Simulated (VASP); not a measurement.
A run of VASP 6.6.1:

INCAR

```
PREC = Accurate ; ENCUT = 520
EDIFF = 1E-7 ; ISMEAR = 0
SIGMA = 0.01 ; LREAL = F
LASPH = T ; NELM = 80
ALGO = Normal ; ISIF = 2
LWAVE = F ; LCHARG = F
GGA = PE ; NBANDS = 16
```

The input KPOINTS:

```
regular mesh
0
Gamma
  9 9 4
```

Contents of POSCAR:

```
AlN
1.0
    3.1066937602      0.0000000000      0.0000000000
   -1.5533468801      2.6904757181      0.0000000000
    0.0000000000      0.0000000000      4.9785915519
Al N
2 2
Direct
    0.3333333333      0.6666666667     -0.0032954727
    0.6666666667      0.3333333333      0.4967045273
    0.3333333333      0.6666666667      0.3782954727
    0.6666666667      0.3333333333      0.8782954727
```

Potentials or basis: VASP PAW PBE potentials, release 64 (Al, N).

Command:

```sh
$ cat potpaw_PBE.64/Al/POTCAR potpaw_PBE.64/N/POTCAR > POTCAR
$ mpirun -np 1 vasp_std > vasp.out
```

Hardware: 1 thread of Intel Xeon 8259CL, with other jobs on the host.

Problem. Estimate the wall time of this run.

Solution. It took 28 s on 1 thread of Intel Xeon 8259CL, on a shared host, peak memory 0.16 GiB. Counts: scf iterations 14, k points 36.
